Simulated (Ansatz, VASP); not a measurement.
Two plane-wave programs on Rb

```xyz
2
Lattice="5.3035 0.0000 0.0000 -2.6517 4.5929 0.0000 0.0000 0.0000 8.7731" Properties=species:S:1:pos:R:3 pbc="T T T"
Rb    0.0000    3.0620    2.1933
Rb    2.6517    1.5310    6.5798
```

Alike in both runs: task single point; functional r2SCAN; k mesh 8 × 8 × 5; occupations fermi-dirac, width 0.1 eV; no spin polarisation.

|  | VASP | Ansatz |
| --- | --- | --- |
| version | VASP 6.6.1 | Ansatz 0.2.0 |
| potentials or method | VASP PAW PBE potentials, release 64 (Rb_sv), cutoff 520 eV | plane waves (500 eV) with PAW, scalar-relativistic |
| valence electrons in the cell | 18 | 18 |

|  | VASP | Ansatz | Ansatz less VASP |
| --- | --- | --- | --- |
| pressure (GPa) | -0.2 | -0.2 | 0.00 |

VASP's potentials were made for PBE, not for r2SCAN.
